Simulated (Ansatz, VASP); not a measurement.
## FeCo in VASP and in Ansatz

File INCAR:

```
PREC     = Accurate       # precision mode
ENCUT    = 520            # plane-wave cutoff, eV
EDIFF    = 1E-8           # SCF threshold, eV
ISMEAR   = -1             # smearing method
SIGMA    = 0.05           # smearing width, eV
LREAL    = False          # projectors in reciprocal space
LASPH    = True           # aspherical terms in the spheres
NELM     = 200            # most SCF steps
ALGO     = Normal         # electronic algorithm
ISIF     = 2              # what is computed and relaxed
LWAVE    = False          # write WAVECAR
LCHARG   = False          # write CHGCAR
ISPIN    = 2              # spin polarisation
MAGMOM   = 3 2            # initial moments
LORBIT   = 11             # projections on sites
LMAXMIX  = 4              # l up to which the mixer works
GGA      = PE             # functional
LEFG     = True         
NBANDS   = 20             # bands
GGA_COMPAT= False
```

File KPOINTS:

```
regular mesh
0
Gamma
  11 11 11
```

The input POSCAR:

```
FeCo
1.0
    2.9038443914      0.0000000000      0.0000000000
    0.0000000000      2.9038443914      0.0000000000
    0.0000000000      0.0000000000      2.9038443914
Fe Co
1 1
Direct
    0.5000000000      0.5000000000      0.5000000000
    0.0000000000      0.0000000000      0.0000000000
```

Input for Ansatz:

```yaml
crystal:
  lattice:
    - [2.9038443914, 0.0, 0.0]
    - [0.0, 2.9038443914, 0.0]
    - [0.0, 0.0, 2.9038443914]
  atoms:
    - { symbol: Fe, position: [0.5, 0.5, 0.5], spin: 3.0 }
    - { symbol: Co, position: [0.0, 0.0, 0.0], spin: 2.0 }
magnetization:
  spin_polarized: true
kpoints:
  mp_grid: { grid: [11, 11, 11] }
scf:
  occupations: { method: fermi_dirac, width: 0.05 }
hamiltonian:
  xc: pbe
  pseudopotentials: { kind: all_electron, datasets: crystal }
output:
  forces: true
  stress: true
  eigenvalues: true
  efg: { contact_densities: true }
```

Change from the starting cell: volume scaled by 1.05, crystal datasets.

Alike in both runs: task electric field gradients; functional PBE; k mesh 11 × 11 × 11; occupations fermi-dirac, width 0.05 eV; collinear spin.

```csv
,VASP,Ansatz
version,VASP 6.6.1,Ansatz 0.2.0
potentials or method,"VASP PAW PBE potentials, release 64 (Fe, Co), cutoff 520 eV","all-electron PAW with datasets made for the crystal, scalar-relativistic"
```

VASP gave:

| Item | Value |
| --- | --- |
| pressure (GPa) | -10.6 |
| net moment per atom (μB) | 2.29 |
| size of the moment on the site where the two differ most (μB) | 1.78 |

Problem. Which values does Ansatz return?

Solution. Pressure (GPa): -10.3; net moment per atom (μB): 2.30; size of the moment on the site where the two differ most (μB): 1.85.

Site moments also hang on the region over which each program counts them. Ansatz ran all-electron here, and VASP with PAW potentials.
